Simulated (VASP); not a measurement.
# Ge (Fd-3m) in VASP: notebook, part 2 of 2

VASP 6.6.1. Earlier steps stand in the parts before.

## (5) Single point, SVWN5

This run uses another cell than the first one, of 23.54 Å³/atom, 1.083 times its volume.

INCAR

```
SYSTEM = Ge
PREC = Accurate
ENCUT = 520
EDIFF = 1E-6
ISMEAR = -1
SIGMA = 0.05
LREAL = .FALSE.
LASPH = .TRUE.
NELM = 100
ALGO = Normal
ISIF = 2
LWAVE = .FALSE.
LCHARG = .FALSE.
GGA = VW
NBANDS = 21
```

KPOINTS

```
regular mesh
0
G
  8 8 8
  0 0 0
```

POSCAR

```
Ge
1.0
    0.0000000000      2.8661367691      2.8661367691
    2.8661367691      0.0000000000      2.8661367691
    2.8661367691      2.8661367691      0.0000000000
Ge
2
Direct
    0.7500000000      0.7500000000      0.7500000000
    0.5000000000      0.5000000000      0.5000000000
```

Potentials or basis: VASP PAW PBE potentials, release 64 (Ge_d).

The run is started by

```console
> cat potpaw_PBE.64/Ge_d/POTCAR > POTCAR
> mpirun -np 1 vasp_std > vasp.out
```

OUTCAR:

```text
SYSTEM = Ge
   PREC = Accurate
   ENCUT = 520
   EDIFF = 1E-6
   ISMEAR = -1
   LREAL = .FALSE.
   LASPH = .TRUE.
   NELM = 100
   ISIF = 2
   GGA = VW

 ion  position               nearest neighbor table
   1  0.750  0.750  0.750-   2 2.48   2 2.48   2 2.48   2 2.48
   2  0.500  0.500  0.500-   1 2.48   1 2.48   1 2.48   1 2.48

  LATTYP: Found a face centered cubic cell.
 ALAT       =     5.7322735382

  Lattice vectors:

 A1 = (   0.0000000000,   2.8661367691,   2.8661367691)
 A2 = (   2.8661367691,   0.0000000000,   2.8661367691)
 A3 = (   2.8661367691,   2.8661367691,   0.0000000000)

Analysis of symmetry for initial positions (statically):
=====================================================================
 Subroutine PRICEL returns:
 Original cell was already a primitive cell.

 Routine SETGRP: Setting up the symmetry group for a
 face centered cubic supercell.

 Subroutine GETGRP returns: Found 48 space group operations
 (whereof 24 operations were pure point group operations)
 out of a pool of 48 trial point group operations.

The static configuration has the point symmetry T_d .
 The point group associated with its full space group is O_h .

Analysis of symmetry for dynamics (positions and initial velocities):
=====================================================================
 Subroutine PRICEL returns:
 Original cell was already a primitive cell.

 Routine SETGRP: Setting up the symmetry group for a
 face centered cubic supercell.

 Subroutine GETGRP returns: Found 48 space group operations
 (whereof 24 operations were pure point group operations)
 out of a pool of 48 trial point group operations.

The dynamic configuration has the point symmetry T_d .
 The point group associated with its full space group is O_h .

 Subroutine INISYM returns: Found 48 space group operations
 (whereof 24 operations are pure point group operations),
 and found     1 'primitive' translations

----------------------------------------------------------------------------------------

                                     Primitive cell

  volume of cell :      47.0891

  direct lattice vectors                    reciprocal lattice vectors
     0.000000000  2.866136769  2.866136769    -0.174450852  0.174450852  0.174450852
     2.866136769  0.000000000  2.866136769     0.174450852 -0.174450852  0.174450852
     2.866136769  2.866136769  0.000000000     0.174450852  0.174450852 -0.174450852

  length of vectors
     4.053329490  4.053329490  4.053329490     0.302157738  0.302157738  0.302157738

  position of ions in fractional coordinates (direct lattice)
     0.750000000  0.750000000  0.750000000
     0.500000000  0.500000000  0.500000000

  ion indices of the primitive-cell ions
   primitive index   ion index
                 1           1
                 2           2

----------------------------------------------------------------------------------------

 KPOINTS: regular mesh

Automatic generation of k-mesh.
 Grid dimensions read from file:
 generate k-points for:    8    8    8

 Generating k-lattice:

  Cartesian coordinates                     Fractional coordinates (reciprocal lattice)
    -0.021806356  0.021806356  0.021806356     0.125000000  0.000000000  0.000000000
     0.021806356 -0.021806356  0.021806356     0.000000000  0.125000000  0.000000000
     0.021806356  0.021806356 -0.021806356     0.000000000  0.000000000  0.125000000

  Length of vectors
     0.037769717  0.037769717  0.037769717

  Shift w.r.t. Gamma in fractional coordinates (k-lattice)
     0.000000000  0.000000000  0.000000000

 Subroutine IBZKPT returns following result:
 ===========================================

 Found     29 irreducible k-points:

 Following reciprocal coordinates:
            Coordinates               Weight
  0.000000  0.000000  0.000000      1.000000
  0.125000  0.000000  0.000000      8.000000
  0.250000  0.000000  0.000000      8.000000
  0.375000  0.000000  0.000000      8.000000
  0.500000  0.000000  0.000000      4.000000
  0.125000  0.125000  0.000000      6.000000
[... 16 lines left out ...]
  0.500000  0.250000  0.125000     48.000000
 -0.375000  0.250000  0.125000     24.000000
 [... further k-points ...]
   k-points           NKPTS =     29   k-points in BZ     NKDIM =     29   number of bands    NBANDS=     21
   number of dos      NEDOS =    301   number of ions     NIONS =      2
   total plane-waves  NPLWV =  27000
   dimension x,y,z NGX =    30 NGY =   30 NGZ =   30
   dimension x,y,z NGXF=    60 NGYF=   60 NGZF=   60
   ions per type =               2
   NGX,Y,Z   is equivalent  to a cutoff of  12.30, 12.30, 12.30 a.u.
   NGXF,Y,Z  is equivalent  to a cutoff of  24.61, 24.61, 24.61 a.u.
 SYSTEM =  Ge
   PREC   = accura    normal or accurate (medium, high low for compatibility)
   ISTART =      0    job   : 0-new  1-cont  2-samecut
   ICHARG =      2    charge: 1-file 2-atom 10-const
   ISPIN  =      1    spin polarized calculation?
   LNONCOLLINEAR =      F non collinear calculations
   LSORBIT =      F    spin-orbit coupling
   LASPH  =      T    aspherical Exc in radial PAW
   ENCUT  =  520.0 eV  38.22 Ry    6.18 a.u.   7.54  7.54  7.54*2*pi/ulx,y,z
   NELM   =    100;   NELMIN=  2; NELMDL= -5     # of ELM steps
   EDIFF  = 0.1E-05   stopping-criterion for ELM
   LREAL  =      F    real-space projection
   EDIFFG = 0.1E-04   stopping-criterion for IOM
   NSW    =      0    number of steps for IOM
   IBRION =     -1    ionic relax: 0-MD 1-quasi-New 2-CG
   NFREE  =      0    steps in history (QN), initial steepest desc. (CG)
   ISIF   =      2    stress and relaxation
   ISYM   =      2    0-nonsym 1-usesym 2-fastsym
   POTIM  = 0.5000    time-step for ionic-motion
   TEBEG  =    0.0;   TEEND  =   0.0 temperature during run
   PSTRESS=    0.0 pullay stress
   NELECT =      28.0000    total number of electrons
   NUPDOWN=      -1.0000    fix difference up-down
   EMIN   =  10.00;   EMAX   =-10.00  energy-range for DOS
   EFERMI =   0.00;   METHOD = LEGACY
   ISMEAR =    -1;   SIGMA  =   0.05  broadening in eV -4-tet -1-fermi 0-gaus
   EFERMI_NEDOS =   21; number of points for ismear=-14 and -15
   IALGO  =     38    algorithm
   IMIX   =      4    mixing-type and parameters
     AMIX     =   0.40;   BMIX     =  1.00
     AMIX_MAG =   1.60;   BMIX_MAG =  1.00
  volume/ion in A,a.u.               =      23.54       158.89
  Fermi-wavevector in a.u.,A,eV,Ry     =   1.376641  2.601474 25.784939  1.895140
  Thomas-Fermi vector in A             =   2.501867
   LORBIT       =      0    0 simple, 1 ext, 2 COOP (PROOUT), +10 PAW based schemes
   GGA     = VW    functional components
   LHFCALC =     F    Hartree Fock is set to
   AEXX    =    0.0000 exact exchange contribution
   IVDW    =     0    specifies the selected vdW correction
   LEPSILON=     F    determine dielectric tensor
   LRPA    =     F    only Hartree local field effects (RPA)
 non-spin polarized calculation
  energy-cutoff  :      520.00
  volume of cell :       47.09
 maximum number of plane-waves:      1287
   NGX = 15   NGY = 15   NGZ = 15

 number of electron      27.9999990 magnetization

 Free energy of the ion-electron system (eV)
  ---------------------------------------------------
  ext. energy  EPLUGINS =         0.00000000
  ---------------------------------------------------
  free energy    TOTEN  =       -10.23143406 eV

  energy without entropy =      -10.23014290  energy(sigma->0) =      -10.23078848

 E-fermi :   4.2136     XC(G=0): -10.0988

 val. band max:        3.9920890807   @ k =   0.1250   0.0000   0.0000
 cond. band min:       4.2386986911   @ k =   0.5000   0.0000   0.0000
 fundamental gap:      0.2466096103
 Fermi energy:         4.2136057781

 k-point     1 :       0.0000    0.0000    0.0000
  band No.  band energies     occupation
      1     -20.4153      2.00000
      2     -20.4153      2.00000
      3     -20.4153      2.00000
      4     -20.3813      2.00000
      5     -20.3813      2.00000
      6     -20.1887      2.00000
[... 13 lines left out ...]
     20      13.7788      0.00000
     21      13.7788      0.00000
[... 529 lines left out ...]
 k-point    24 :      -0.3750    0.2500    0.1250
  band No.  band energies     occupation
      1     -20.4571      2.00000
      2     -20.4464      2.00000
      3     -20.3705      2.00000
      4     -20.3247      2.00000
      5     -20.3124      2.00000
      6     -20.2625      2.00000
[... 13 lines left out ...]
     20      15.0356      0.00000
     21      15.4709      0.00000

 [... further k-points ...]

------------------------ aborting loop because EDIFF is reached ----------------------------------------

  FORCE on cell =-STRESS in cart. coord.  units (eV):
  Direction    XX          YY          ZZ          XY          YZ          ZX
  --------------------------------------------------------------------------------------
  -------------------------------------------------------------------------------------
  Total       -1.0607555     -1.0607555     -1.0607555      0.0000000      0.0000000      0.0000000
  in kB      -36.0915162    -36.0915162    -36.0915162      0.0000000      0.0000000      0.0000000
  external PRESSURE =     -36.0915162 kB  Pullay stress =       0.0000000 kB

 VOLUME and BASIS-vectors are now :
 -----------------------------------------------------------------------------
  energy-cutoff  :      520.00
  volume of cell :       47.09
      direct lattice vectors                 reciprocal lattice vectors
     0.000000000  2.866136769  2.866136769    -0.174450852  0.174450852  0.174450852
     2.866136769  0.000000000  2.866136769     0.174450852 -0.174450852  0.174450852
     2.866136769  2.866136769  0.000000000     0.174450852  0.174450852 -0.174450852

 POSITION                                       TOTAL-FORCE (eV/Angst)
 -----------------------------------------------------------------------------------
      4.29921      4.29921      4.29921        -0.000000     -0.000000     -0.000000
      2.86614      2.86614      2.86614         0.000000      0.000000      0.000000
 -----------------------------------------------------------------------------------
    total drift:                                0.000000     -0.000000      0.000000

  FREE ENERGIE OF THE ION-ELECTRON SYSTEM (eV)
  ---------------------------------------------------
  free  energy   TOTEN  =       -10.2314340644 eV

  energy  without entropy=      -10.2301429037  energy(sigma->0) =      -10.23078848
```

stdout:

```text
POSCAR found type information on POSCAR Ge
 POSCAR found :  1 types and       2 ions
 scaLAPACK will be used
 -----------------------------------------------------------------------------
|                                                                             |
|                                                                             |
|     You enforced a specific xc type in the INCAR file but a different       |
|     I HOPE YOU KNOW WHAT YOU ARE DOING!                                     |
|                                                                             |
 -----------------------------------------------------------------------------

 LDA part: xc-table for (Slater(with rela. corr.)+VWN5), standard interpolation
 POSCAR, INCAR and KPOINTS ok, starting setup
 FFT: planning ... GRIDC
 FFT: planning ... GRID_SOFT
 FFT: planning ... GRID
 WAVECAR not read
 entering main loop
```

Wall time 11 s (1 thread of Intel Xeon 6975P-C (Granite Rapids), shared host); peak memory 0.15 GiB.

What came out:

```
Free energy            : -10.2314 eV
Pressure               : -3.6 GPa
Band gap on the k mesh : zero (band 14 reaches 4.31 eV, above the bottom of band 15 at 4.24 eV)
```

Caveat: the PAW data sets were made with another functional, which shifts forces and pressure a little.

## (6) Overview

```csv
level,spin,cell,k mesh,smearing,grid for exact exchange (PRECFOCK),gap on the mesh (eV),pressure (GPa),moment (μB)
PBE0,off,"a = 3.947 Å, angles 60.0°, 2 atoms",4 × 4 × 4,fermi-dirac 0.05 eV,Normal,1.75,4.5,-
PBEsol+D4,"non-collinear, typed start","a = 4.001 Å, angles 60.0°, 2 atoms",8 × 8 × 8,fermi-dirac 0.01 eV,-,none,-0.8,0.00
PBEsol+D4,"non-collinear, typed start","a = 4.191 Å, angles 60.0°, 2 atoms",8 × 8 × 8,fermi-dirac 0.1 eV,-,none,-7.0,0.00
SVWN5,off,"a = 4.053 Å, angles 60.0°, 2 atoms",8 × 8 × 8,fermi-dirac 0.05 eV,-,none,-3.6,-
```

Alike in all rows: task single point; potentials or basis VASP PAW PBE potentials, release 64 (Ge_d); cutoff (eV) 520.

Caveats: some runs use coarse meshes; the PAW data sets were made with another functional, which shifts forces and pressure a little; pairwise dispersion overbinds metals, which lowers pressure and volume (some runs).

Total energies depend on the potentials used, so only differences within one code and one set of settings carry meaning.

## (7) Comparison with measurements

Step 3. Measured gap of Ge: 0.807 eV (direct; 300 K; “Electronic and optical properties of SixGe1-x-ySny alloys lattice-matched to Ge”, 2021, arxiv:2109.02782). This calculation gives 0.00 eV (-0.81 eV). 3 values of this kind are on record (0.666 to 0.807 eV); this one was drawn at random among those near their median. Spin-orbit coupling on Ge is left out. The value is that of PBEsol+D4 on a finite k mesh, which can miss the band edges, without temperature or zero-point motion. Semilocal functionals fall short of measured gaps as a rule.
